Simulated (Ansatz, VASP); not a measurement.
# One calculation of SnTe, two programs

POSCAR

```
SnTe
1.0
    0.0000000000      3.1508500000      3.1508500000
    3.1508500000      0.0000000000      3.1508500000
    3.1508500000      3.1508500000      0.0000000000
Te Sn
1 1
Direct
    0.5000000000      0.5000000000      0.5000000000
    0.0000000000      0.0000000000      0.0000000000
```

Contents of INCAR.step1:

```
SYSTEM = SnTe
PREC = Accurate ; ENCUT = 600
ISMEAR = -1 ; SIGMA = 0.05
LREAL = .FALSE. ; LASPH = .TRUE.
NELM = 100 ; GGA = PE
ALGO = Normal ; EDIFF = 1E-4
LWAVE = .TRUE. ; LCHARG = .FALSE.
```

File INCAR.step2:

```
SYSTEM = SnTe
PREC = Accurate ; ENCUT = 600
EDIFF = 1E-6 ; ISMEAR = -1
SIGMA = 0.05 ; LREAL = .FALSE.
LASPH = .TRUE. ; NELM = 100
ALGO = Normal ; ISIF = 3
LWAVE = .FALSE. ; LCHARG = .FALSE.
METAGGA = R2SCAN ; LMIXTAU = .TRUE.
LUSE_VDW = .TRUE. ; IVDW_NL = 2
BPARAM = 11.95 ; CPARAM = 0.0093
IBRION = 2 ; NSW = 60
EDIFFG = -0.01 ; ISTART = 1
```

Contents of KPOINTS:

```
regular mesh
0
G
  7 7 7
  0 0 0
```

input.yaml

```yaml
crystal:
  lattice:
    - [0.0, 3.15085, 3.15085]
    - [3.15085, 0.0, 3.15085]
    - [3.15085, 3.15085, 0.0]
  atoms:
    - { symbol: Te, position: [0.5, 0.5, 0.5] }
    - { symbol: Sn, position: [0.0, 0.0, 0.0] }
hamiltonian:
  xc: r2scan
  pseudopotentials: { kind: paw }
  dispersion: rvv10
kpoints:
  mp_grid: { grid: [7, 7, 7] }
scf:
  occupations: { method: fermi_dirac, width: 0.05 }
output:
  forces: true
  stress: true
  write_density: true
  write_potential: true
  elf: true
  volumetric_format: npy
relax:
  f_tol: 0.01
  max_steps: 40
  cell: { stress_tol: 0.05 }
```

Alike in both runs: task relaxation of cell and atoms; functional r2SCAN; dispersion rVV10; k mesh 7 × 7 × 7; occupations fermi-dirac, width 0.05 eV; no spin polarisation.

|  | VASP | Ansatz |
| --- | --- | --- |
| version | VASP 6.6.1 | Ansatz 0.2.0 |
| potentials or method | VASP PAW PBE potentials, release 64 (Te, Sn_d) | Ansatz PAW |
| plane-wave cutoff (eV) | 600 | 500 |
| valence electrons in the cell | 20 | 30 |

```csv
,VASP,Ansatz,Ansatz less VASP
relaxed volume (Å³/atom),31.80,31.69,-0.106
relaxed cell length with the largest relative difference (Å),4.480,4.475,-0.0050
```

VASP's potentials were made for PBE, not for r2SCAN. VASP's potentials hold 20 valence electrons a cell and Ansatz's 30, so a difference there can come from the potentials and not from the codes.

Neither program's run includes spin-orbit coupling. Noted on Ansatz's run: the plane-wave basis is chosen anew once the cell has moved, so the energies of steps on either side of that aren't comparable.
